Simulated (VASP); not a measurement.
A run of VASP 6.6.1 is set up as follows.

File INCAR:

```
  ALGO = Normal
  EDIFF = 1E-6
  ENCUT = 400
  GGA = PE
  GGA_COMPAT = False
  ISIF = 2
  ISMEAR = -1
  ISYM = -1
  LASPH = True
  LCHARG = False
  LREAL = Auto
  LWAVE = False
  NBANDS = 165
  NELM = 120
  PREC = Accurate
  SIGMA = 0.1163
```

KPOINTS

```
explicit points
1
Reciprocal
  0.25000000   0.25000000   0.25000000 1
```

Contents of POSCAR:

```
Ag7Sn5
1.0
    8.3282380000     -0.0906800000      0.1941310000
   -0.0906800000      8.2169270000     -0.2378250000
    0.1941310000     -0.2378250000      8.2945030000
Ag Sn
14 10
Direct
    0.9681634049      0.7164887818      0.9950339899
    0.7024605180      0.7740937596      0.1980901671
    0.7362443510      0.8811656980      0.5401348797
    0.2709866989      0.9875443961      1.0554615300
    0.4165103782      0.9282633746      0.5355165537
    0.1934069521      0.5584812230      0.7528573456
    0.4306336839      0.2288171175      0.2023701822
    0.0883385728      0.8642724524      0.3175616840
    0.8542285375      0.4854606524      0.7326702323
    0.7413243217      0.0446242826      0.0315155396
    0.5965251565      0.6008838337      0.4251390557
    0.7584156292      0.4330526920      0.1234236424
    0.1471646759      0.2676724092      0.9050594068
    1.0373073031      0.8722190838      0.6762893448
    0.4901373737      0.4017275840      0.9658218225
    0.8448376190      0.1374566950      0.7373310332
    0.1161850938      0.5293587095      0.1441404755
    0.3997765614      0.3489456165      0.5711969684
    0.4995899182      0.0867483193      0.8115117963
    0.1422453705      0.1762489976      0.4122162813
    0.9312123144      0.5688759394      0.4437873785
    0.3736702448      0.7048336737      0.2003213562
    0.7714011136      0.2467835655      0.4037081465
    0.4890882545      0.7284813503      0.8749313714
```

Potentials or basis: VASP PAW PBE potentials, release 64 (Ag, Sn_d).

Command:

```sh
$ cat potpaw_PBE.64/Ag/POTCAR potpaw_PBE.64/Sn_d/POTCAR > POTCAR
$ mpirun -np 1 vasp_std > vasp.out
```

What does it give for the largest force?

3.602 eV/Å.

Predict the pressure.

4.2 GPa.

Stress tensor (GPa, compression positive):
```
 3.94  0.33  0.14
 0.33  5.31 -1.96
 0.14 -1.96  3.34
```

Caveat: the atoms stand as in a frame of molecular dynamics.
